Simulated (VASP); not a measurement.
Be2Cd2O, 5 atoms in the cell. It takes space group I4/mmm (No. 139, tetragonal). Conventional cell: a = 3.899 Å, b = 3.899 Å, c = 9.534 Å, α = 90.00°, β = 90.00°, γ = 90.00°. Be (site symmetry 4mm) has 1 Be at 2.15 Å and 4 Cd at 2.35 Å within 2.8 Å. Cd (site symmetry -4m2) has 4 Be at 2.35 Å and 4 Cd at 2.76 Å and 4 O at 3.08 Å within 3.1 Å. Within 3.9 Å of O (site symmetry 4/mmm) lie 10 Be at 2.96 to 3.69 Å and 8 Cd at 3.08 Å and 4 O at 3.90 Å. The cell was generated, and may not be a known phase.

- Program: VASP 6.6.1
- Task: single point
- Functional: PBE
- Potentials or basis: VASP PAW PBE potentials, release 64 (Be, Cd, O)
- Cutoff: 520 eV
- k mesh: 6 × 6 × 6
- Occupations: gaussian, width 0.1 eV
- Spin: no spin polarisation
- Dipole correction: no
- Further INCAR settings: ALGO = Normal; EDIFF = 1e-06; NBANDS = 25

Potentials or basis: VASP PAW PBE potentials, release 64 (Be, Cd, O).

Launch:

```console
$ cat potpaw_PBE.64/Be/POTCAR potpaw_PBE.64/Cd/POTCAR potpaw_PBE.64/O/POTCAR > POTCAR
$ mpirun -np 1 vasp_std > vasp.out
```

Hardware: 1 thread of AMD EPYC 9R45 96-Core Processor (Zen 5), on a shared host.

Task: How long does it take, and how much memory?

Result: Wall time 53 s on 1 thread of AMD EPYC 9R45 96-Core Processor (Zen 5) (shared host), peak memory 0.24 GiB. Counts: scf iterations 15, k points 30.
